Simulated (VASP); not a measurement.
# Tl3PI (P6_3/mmc) in VASP: single point with PBE

Aim: the single point of Tl3PI with PBE.

Everything below comes from runs of VASP 6.6.1. Logs are shortened: lines on timing, memory, paths and dates and some standing lists are left out, and cuts for length are marked.

## 1. The cell of the first run

The structure is hexagonal, space group P6_3/mmc (No. 194). The conventional cell has a = 7.407 Å, b = 7.407 Å, c = 6.592 Å, α = 90.00°, β = 90.00°, γ = 120.00°. Tl (site symmetry mm2) has 2 P at 2.64 Å and 8 Tl at 3.57 to 3.89 Å and 4 I at 3.70 to 3.97 Å within 4.0 Å. Within 4.9 Å of I (site symmetry -6m2) lie 12 Tl at 3.70 to 3.97 Å and 6 P at 4.58 Å. P (site symmetry -3m) has 6 Tl at 2.64 Å and 2 P at 3.30 Å within 3.5 Å.

## 2. Single point, PBE

INCAR reads:

```
SYSTEM = Tl3PI
ALGO = Normal
EDIFF = 1E-6
ENCUT = 520
GGA = PE
ISIF = 2
ISMEAR = -1
LASPH = .TRUE.
LCHARG = .FALSE.
LREAL = .FALSE.
LWAVE = .FALSE.
NBANDS = 62
NELM = 80
PREC = Accurate
SIGMA = 0.1
```

KPOINTS reads:

```
k-points
0
G
  5 5 5
  0 0 0
```

POSCAR reads:

```
Tl3PI
1.0
    3.7037160000      6.4150240000      0.0000000000
   -3.7037160000      6.4150240000      0.0000000000
    0.0000000000      0.0000000000      6.5919230000
Tl I P
6 2 2
Direct
    0.1607800000      0.1607800000      0.2500000000
    0.8392200000      0.3215600000      0.7500000000
    0.6784400000      0.1607800000      0.2500000000
    0.8392200000      0.8392200000      0.7500000000
    0.1607800000      0.6784400000      0.2500000000
    0.3215600000      0.8392200000      0.7500000000
    0.6666700000      0.6666600000      0.2500000000
    0.3333300000      0.3333400000      0.7500000000
    0.0000000000      0.0000000000      0.0000000000
    0.0000000000      0.0000000000      0.5000000000
```

Potentials or basis: VASP PAW PBE potentials, release 64 (Tl_d, I, P).

Run with:

```
$ cat potpaw_PBE.64/Tl_d/POTCAR potpaw_PBE.64/I/POTCAR potpaw_PBE.64/P/POTCAR > POTCAR
$ mpirun -np 1 vasp_std > vasp.out
```

OUTCAR:

```text
SYSTEM = Tl3PI
   EDIFF = 1E-6
   ENCUT = 520
   GGA = PE
   ISIF = 2
   ISMEAR = -1
   LASPH = .TRUE.
   LREAL = .FALSE.
   NELM = 80
   PREC = Accurate

 ion  position               nearest neighbor table
   1  0.161  0.161  0.250-   9 2.64  10 2.64   3 3.57   5 3.57   7 3.70   7 3.70   5 3.83   3 3.83
                             2 3.89   6 3.89   2 3.89   6 3.89
   2  0.839  0.322  0.750-   9 2.64  10 2.64   4 3.57   6 3.57   8 3.70   8 3.70   4 3.83   6 3.83
                             3 3.89   3 3.89   1 3.89   1 3.89
   3  0.678  0.161  0.250-   9 2.64  10 2.64   1 3.57   5 3.57   7 3.70   7 3.70   1 3.83   5 3.83
                             2 3.89   2 3.89   4 3.89   4 3.89
   4  0.839  0.839  0.750-   9 2.64  10 2.64   2 3.57   6 3.57   8 3.70   8 3.70   6 3.83   2 3.83
                             5 3.89   3 3.89   3 3.89   5 3.89
   5  0.161  0.678  0.250-   9 2.64  10 2.64   1 3.57   3 3.57   7 3.70   7 3.70   1 3.83   3 3.83
                             6 3.89   6 3.89   4 3.89   4 3.89
   6  0.322  0.839  0.750-   9 2.64  10 2.64   4 3.57   2 3.57   8 3.70   8 3.70   4 3.83   2 3.83
                             5 3.89   5 3.89   1 3.89   1 3.89
   7  0.667  0.667  0.250-   3 3.70   1 3.70   5 3.70   5 3.70   3 3.70   1 3.70
   8  0.333  0.333  0.750-   6 3.70   4 3.70   2 3.70   2 3.70   6 3.70   4 3.70
   9  0.000  0.000  0.000-   1 2.64   4 2.64   3 2.64   2 2.64   5 2.64   6 2.64
  10  0.000  0.000  0.500-   1 2.64   4 2.64   3 2.64   2 2.64   5 2.64   6 2.64

  LATTYP: Found a hexagonal cell.
 ALAT       =     7.4074317499
 C/A-ratio  =     0.8899066806

  Lattice vectors:

 A1 = (   3.7037160000,  -6.4150240000,   0.0000000000)
 A2 = (   3.7037160000,   6.4150240000,   0.0000000000)
 A3 = (   0.0000000000,   0.0000000000,   6.5919230000)

Analysis of symmetry for initial positions (statically):
=====================================================================
 Subroutine PRICEL returns:
 Original cell was already a primitive cell.

 Routine SETGRP: Setting up the symmetry group for a
 hexagonal supercell.

 Subroutine GETGRP returns: Found  8 space group operations
 (whereof  4 operations were pure point group operations)
 out of a pool of 24 trial point group operations.

The static configuration has the point symmetry C_2h.
 The point group associated with its full space group is D_2h.

Analysis of symmetry for dynamics (positions and initial velocities):
=====================================================================
 Subroutine PRICEL returns:
 Original cell was already a primitive cell.
[... 133 lines left out ...]
   POTIM  = 0.5000    time-step for ionic-motion
   TEBEG  =    0.0;   TEEND  =   0.0 temperature during run
   PSTRESS=    0.0 pullay stress
   NELECT =     102.0000    total number of electrons
   NUPDOWN=      -1.0000    fix difference up-down
   EMIN   =  10.00;   EMAX   =-10.00  energy-range for DOS
   EFERMI =   0.00;   METHOD = LEGACY
   ISMEAR =    -1;   SIGMA  =   0.10  broadening in eV -4-tet -1-fermi 0-gaus
   EFERMI_NEDOS =   21; number of points for ismear=-14 and -15
   IALGO  =     38    algorithm
   IMIX   =      4    mixing-type and parameters
     AMIX     =   0.40;   BMIX     =  1.00
     AMIX_MAG =   1.60;   BMIX_MAG =  1.00
  volume/ion in A,a.u.               =      31.32       211.39
  Fermi-wavevector in a.u.,A,eV,Ry     =   1.126286  2.128373 17.259278  1.268521
  Thomas-Fermi vector in A             =   2.262968
   LORBIT       =      0    0 simple, 1 ext, 2 COOP (PROOUT), +10 PAW based schemes
   GGA     = PE    functional components
   LHFCALC =     F    Hartree Fock is set to
   AEXX    =    0.0000 exact exchange contribution
   IVDW    =     0    specifies the selected vdW correction
   LEPSILON=     F    determine dielectric tensor
   LRPA    =     F    only Hartree local field effects (RPA)
 non-spin polarized calculation
  energy-cutoff  :      520.00
  volume of cell :      313.24
 maximum number of plane-waves:      8448
   NGX = 27   NGY = 27   NGZ = 25

 number of electron     102.0000010 magnetization

 Free energy of the ion-electron system (eV)
  ---------------------------------------------------
  ext. energy  EPLUGINS =         0.00000000
  ---------------------------------------------------
  free energy    TOTEN  =       -26.44663537 eV

  energy without entropy =      -26.29131097  energy(sigma->0) =      -26.36897317

 E-fermi :   4.5735     XC(G=0):  -9.1482

 val. band max:        4.5605169232   @ k =   0.2000   0.0000   0.2000
 cond. band min:       4.5735174541   @ k =   0.0000   0.4000   0.2000
 fundamental gap:      0.0130005310
 Fermi energy:         4.5734680832

 k-point     1 :       0.0000    0.0000    0.0000
  band No.  band energies     occupation
      1      -8.1355      2.00000
      2      -7.6348      2.00000
      3      -7.5291      2.00000
      4      -7.5124      2.00000
      5      -6.7217      2.00000
      6      -6.5057      2.00000
[... 1549 lines left out ...]
     61       8.7518      0.00000
     62       8.7626      0.00000

 [... further k-points ...]

------------------------ aborting loop because EDIFF is reached ----------------------------------------

  FORCE on cell =-STRESS in cart. coord.  units (eV):
  Direction    XX          YY          ZZ          XY          YZ          ZX
  --------------------------------------------------------------------------------------
  -------------------------------------------------------------------------------------
  Total       10.9964020     10.9963221     16.7123142     -0.0000684      0.0000000      0.0000000
  in kB       56.2448947     56.2444856     85.4809005     -0.0003499      0.0000000      0.0000000
  external PRESSURE =      65.9900936 kB  Pullay stress =       0.0000000 kB

 VOLUME and BASIS-vectors are now :
 -----------------------------------------------------------------------------
  energy-cutoff  :      520.00
  volume of cell :      313.24
      direct lattice vectors                 reciprocal lattice vectors
     3.703716000  6.415024000  0.000000000     0.134999552  0.077942031  0.000000000
    -3.703716000  6.415024000  0.000000000    -0.134999552  0.077942031  0.000000000
     0.000000000  0.000000000  6.591923000     0.000000000  0.000000000  0.151700801

 POSITION                                       TOTAL-FORCE (eV/Angst)
 -----------------------------------------------------------------------------------
      0.00000      2.06282      1.64798         0.000007      2.114496      0.000000
      1.91727      7.44643      4.94394        -1.831214      1.057252      0.000000
      1.91727      5.38362      1.64798        -1.831204     -1.057254     -0.000000
      0.00000     10.76723      4.94394        -0.000007     -2.114496      0.000000
     -1.91727      5.38362      1.64798         1.831214     -1.057252     -0.000000
     -1.91727      7.44643      4.94394         1.831204      1.057254     -0.000000
      0.00004      8.55334      1.64798        -0.000013      0.000007      0.000000
     -0.00004      4.27670      4.94394         0.000013     -0.000007      0.000000
      0.00000      0.00000      0.00000        -0.000000      0.000000     -0.000000
      0.00000      0.00000      3.29596        -0.000000      0.000000     -0.000000
 -----------------------------------------------------------------------------------
    total drift:                                0.000000     -0.000000      0.000000

  FREE ENERGIE OF THE ION-ELECTRON SYSTEM (eV)
  ---------------------------------------------------
  free  energy   TOTEN  =       -26.4466353708 eV

  energy  without entropy=      -26.2913109658  energy(sigma->0) =      -26.36897317
```

OSZICAR:

```text
N       E                     dE             d eps       ncg     rms          rms(c)
DAV:   1     0.588967833782E+03    0.58897E+03   -0.50040E+04  3356   0.147E+03
DAV:   2     0.286536359746E+01   -0.58610E+03   -0.57183E+03  3738   0.316E+02
DAV:   3    -0.271104897890E+02   -0.29976E+02   -0.29472E+02  3762   0.555E+01
DAV:   4    -0.277822447722E+02   -0.67175E+00   -0.66887E+00  3914   0.803E+00
DAV:   5    -0.277933894643E+02   -0.11145E-01   -0.11141E-01  3784   0.110E+00    0.137E+01
DAV:   6    -0.264337297180E+02    0.13597E+01   -0.45008E+00  3646   0.727E+00    0.771E+00
DAV:   7    -0.264534246981E+02   -0.19695E-01   -0.15208E+00  3588   0.316E+00    0.473E+00
DAV:   8    -0.264498693869E+02    0.35553E-02   -0.96133E-02  3766   0.109E+00    0.976E-01
DAV:   9    -0.264462794765E+02    0.35899E-02   -0.23380E-02  3694   0.516E-01    0.232E-01
DAV:  10    -0.264465353270E+02   -0.25585E-03   -0.45277E-03  3620   0.194E-01    0.779E-02
DAV:  11    -0.264465585187E+02   -0.23192E-04   -0.31631E-04  3682   0.566E-02    0.589E-02
DAV:  12    -0.264466061823E+02   -0.47664E-04   -0.91132E-05  3626   0.262E-02    0.339E-02
DAV:  13    -0.264466355568E+02   -0.29374E-04   -0.44902E-05  3504   0.241E-02    0.919E-03
DAV:  14    -0.264466353708E+02    0.18599E-06   -0.49353E-06  3038   0.690E-03
   1 F= -.26446635E+02 E0= -.26368973E+02  d E =-.155324E+00
```

It took 14 min on 1 thread of Intel Xeon 8259CL, shared host; peak memory 0.67 GiB.

Results:

```
Free energy            : -26.4466 eV
Pressure               : 6.6 GPa
Largest force          : 2.115 eV/Å
Band gap on the k mesh : zero (bands 51 and 52 overlap by 0.86 eV)
```

Forces in eV/Å, atoms in the order of the input:
```
Tl   0.000  2.114  0.000
Tl  -1.831  1.057  0.000
Tl  -1.831 -1.057  0.000
Tl   0.000 -2.114  0.000
Tl   1.831 -1.057  0.000
Tl   1.831  1.057  0.000
I    0.000  0.000  0.000
I    0.000  0.000  0.000
P    0.000  0.000  0.000
P    0.000  0.000  0.000
```

Caveat: the cell stands under pressure; spin-orbit coupling is left out, which moves the levels of the heavy elements; forces of over 1 eV/Å act on the atoms, so gaps and moduli don't describe the material at rest.
